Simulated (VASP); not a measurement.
Here is a VASP 6.6.1 calculation.

INCAR

```
SYSTEM = PbO2
PREC     = Accurate       ! precision mode
ENCUT    = 600            ! plane-wave cutoff, eV
EDIFF    = 1E-6           ! SCF threshold, eV
ISMEAR   = 0              ! smearing method
SIGMA    = 0.1            ! smearing width, eV
LREAL    = .FALSE.        ! projectors in reciprocal space
LASPH    = .TRUE.         ! aspherical terms in the spheres
NELM     = 80             ! most SCF steps
ALGO     = Normal         ! electronic algorithm
ISIF     = 3              ! what is computed and relaxed
LWAVE    = .FALSE.        ! write WAVECAR
LCHARG   = .FALSE.        ! write CHGCAR
GGA      = PE             ! functional
IVDW     = 12             ! dispersion correction
IBRION   = 2              ! ionic algorithm
NSW      = 70             ! ionic steps
EDIFFG   = -0.005         ! ionic threshold
```

Contents of KPOINTS:

```
Automatic mesh
0
G
  8 8 10
  0 0 0
```

The input POSCAR:

```
PbO2
1.0
    5.0820153149      0.0000000000      0.0000000000
    0.0000000000      5.0820153149      0.0000000000
    0.0000000000      0.0000000000      3.4428066694
Pb O
2 4
Direct
    0.0000000000      0.0000000000      0.0000000000
    0.5000000000      0.5000000000      0.5000000000
    0.3079753846      0.3079753846      0.0000000000
    0.1920246154      0.8079753846      0.5000000000
    0.6920246154      0.6920246154      0.0000000000
    0.8079753846      0.1920246154      0.5000000000
```

Potentials or basis: VASP PAW PBE potentials, release 64 (Pb_d, O).

The run is started by

```console
$ cat potpaw_PBE.64/Pb_d/POTCAR potpaw_PBE.64/O/POTCAR > POTCAR
$ mpirun -np 1 vasp_std > vasp.out
```

Problem. Predict the relaxed cell.

Solution. a = 5.029 Å, b = 5.029 Å, c = 3.444 Å, α = 90.00°, β = 90.00°, γ = 90.00°.

Problem. What does it give for the relaxed volume?

Solution. 14.51 Å³/atom.

Problem. Predict the dispersion energy per atom.

Solution. -0.207 eV.

Problem. Predict the space group after relaxing (to 0.05 Å).

Solution. P4_2/mnm (No. 136).

Forces in eV/Å, atoms in the order of the input:
```
Pb   0.000  0.000  0.000
Pb   0.000  0.000  0.000
O   -0.001 -0.001  0.000
O    0.001 -0.001  0.000
O    0.001  0.001  0.000
O   -0.001  0.001  0.000
```

Caveat: pairwise dispersion overbinds metals, which lowers pressure and volume.
